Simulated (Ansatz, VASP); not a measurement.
# Two plane-wave programs on Mg

Contents of INCAR:

```
SYSTEM = Mg
ALGO = Normal ; EDIFF = 1E-6
ENCUT = 520 ; GGA = RP
ISIF = 2 ; ISMEAR = -1
LASPH = .TRUE. ; LCHARG = .FALSE.
LREAL = .FALSE. ; LWAVE = .FALSE.
NBANDS = 12 ; NELM = 60
PREC = Accurate ; SIGMA = 0.1
```

KPOINTS

```
k-points
0
G
  13 13 4
  0 0 0
```

POSCAR

```
Mg
1.0
    3.2315459783      0.0000000000      0.0000000000
   -1.6157729891      2.7986009107      0.0000000000
    0.0000000000      0.0000000000     10.5123861524
Mg
4
Direct
    0.0000000000      1.0000000000      1.0000000000
    0.0000000000      0.0000000000      0.5000000000
    0.3333333333      0.6666666667      0.2500000000
    0.6666666667      0.3333333333      0.7500000000
```

Input for Ansatz:

```yaml
crystal:
  lattice:
    - [3.2315459783, 0.0, 0.0]
    - [-1.6157729891, 2.7986009107, 0.0]
    - [0.0, 0.0, 10.5123861524]
  atoms:
    - { symbol: Mg, position: [0.0, 1.0, 1.0] }
    - { symbol: Mg, position: [0.0, 0.0, 0.5] }
    - { symbol: Mg, position: [0.3333333333, 0.6666666667, 0.25] }
    - { symbol: Mg, position: [0.6666666667, 0.3333333333, 0.75] }
hamiltonian:
  xc: rpbe
  pseudopotentials:
    kind: paw
    azcp:
      Mg: "pseudopotentials/Mg.paw.azcp"
basis:
  ecutwfc: 420
  fft_grid_basis: typed
kpoints:
  mp_grid: { grid: [13, 13, 4], shift: [0, 0, 0] }
magnetization:
  spin_polarized: false
scf:
  occupations: { method: fermi_dirac, width: 0.1 }
  lower_state_search: "off"
output:
  stress: true
  write_density: true
  write_potential: true
  elf: true
  volumetric_format: npy
```

Alike in both runs: task single point; functional RPBE; k mesh 13 × 13 × 4; occupations fermi-dirac, width 0.1 eV; no spin polarisation.

|  | VASP | Ansatz |
| --- | --- | --- |
| version | VASP 6.6.1 | Ansatz 0.2.0 |
| potentials or method | VASP PAW PBE potentials, release 64 (Mg), cutoff 520 eV | plane waves (420 eV) with PAW, scalar-relativistic |
| valence electrons in the cell | 8 | 40 |

|  | VASP | Ansatz | Ansatz less VASP |
| --- | --- | --- | --- |
| pressure (GPa) | -0.1 | 0.1 | +0.19 |

VASP's potentials were made for PBE, not for RPBE. The functional is the same, so the differences come from potentials, cutoffs and numerics. VASP's potentials hold 8 valence electrons a cell and Ansatz's 40, so a difference there can come from the potentials and not from the codes.
